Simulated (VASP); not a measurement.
Crystal: SrSiH6.

```
Sr Si H
1.0
     3.26261    1.88367    2.05043
    -3.26261    1.88367    2.05043
     0.00000   -3.76734    2.05043
Sr Si H
1 1 6
Direct
  0.50000 0.50000 0.50000
  0.00000 0.00000 0.00000
  0.92939 0.27012 0.27012
  0.27012 0.92939 0.27012
  0.27012 0.27012 0.92939
  0.07061 0.72988 0.72988
  0.72988 0.07061 0.72988
  0.72988 0.72988 0.07061
```

| Item | Value |
| --- | --- |
| Program | VASP 6.6.1 |
| Task | relaxation of cell and atoms |
| Functional | r2SCAN |
| Dispersion | rVV10 |
| Potentials or basis | VASP PAW PBE potentials, release 64 (Sr_sv, Si, H) |
| Cutoff | 600 eV |
| k mesh | 6 × 6 × 6 |
| Occupations | fermi-dirac, width 0.03 eV |
| Spin | no spin polarisation |

At the start: pressure -0.1 GPa; volume 9.45 Å³/atom.

Task: Where does the relaxation end?

Result: Over 8 steps the energy falls by 2.6 meV/atom and the volume is 9.63 Å³/atom (+1.9 %); space group R-3m (No. 166, to 0.1 Å) before and after.

The path:
```tsv
step	energy change (eV)	largest force (eV/Å)	pressure (GPa)	volume (Å³)
1	0.0000	0.2549	-0.11	75.61
2	-0.0130	0.0920	0.64	75.53
3	-0.0147	0.0328	1.06	75.50
4	-0.0188	0.0279	0.52	76.23
5	-0.0201	0.0235	0.03	76.94
6	-0.0201	0.0233	0.02	76.96
7	-0.0204	0.0106	-0.01	77.03
8	-0.0205	0.0043	-0.03	77.06
```

Final structure:
```
CELL_PARAMETERS angstrom
3.27817 1.89265 2.07009
-3.27817 1.89265 2.07009
0.00000 -3.78531 2.07009
ATOMIC_POSITIONS crystal
Sr 0.50000 0.50000 0.50000
Si 0.00000 0.00000 0.00000
H 0.92859 0.26515 0.26515
H 0.26515 0.92859 0.26515
H 0.26515 0.26515 0.92859
H 0.07141 0.73485 0.73485
H 0.73485 0.07141 0.73485
H 0.73485 0.73485 0.07141
```

Caveat: the PAW data sets were made with another functional, which shifts forces and pressure a little.
